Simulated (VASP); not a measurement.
Input of a VASP 6.6.1 run:

The input INCAR:

```
ALGO = Normal
EDIFF = 1E-7
ENCUT = 520
GGA = PE
ISIF = 2
ISMEAR = -1
ISPIN = 2
LASPH = True
LCHARG = True
LELF = True
LMAXMIX = 6
LORBIT = 11
LREAL = False
LVHAR = True
LWAVE = False
MAGMOM = 7 0
NBANDS = 23
NELM = 150
PREC = Accurate
SIGMA = 0.05
```

KPOINTS

```
k-points
0
Gamma
  9 9 9
```

POSCAR

```
GdO
1.0
    0.0000000000      2.6818786486      2.6818786486
    2.6818786486      0.0000000000      2.6818786486
    2.6818786486      2.6818786486      0.0000000000
Gd O
1 1
Direct
    0.0000000000      0.0000000000      0.0000000000
    0.7500000000      0.7500000000      0.7500000000
```

Potentials or basis: VASP PAW PBE potentials, release 64 (Gd, O).

Command:

```bash
$ cat potpaw_PBE.64/Gd/POTCAR potpaw_PBE.64/O/POTCAR > POTCAR
$ mpirun -np 1 vasp_std > vasp.out
```

What does it give for the net moment?

7.57 μB per cell.

Estimate the pressure.

1.4 GPa.

Estimate the site moments.

Gd +6.88; O -0.02 μB.

Caveat: a cell with one magnetic atom can't hold antiferromagnetic order, which such compounds often take. The state reached can hang on the start; a lower one may exist.
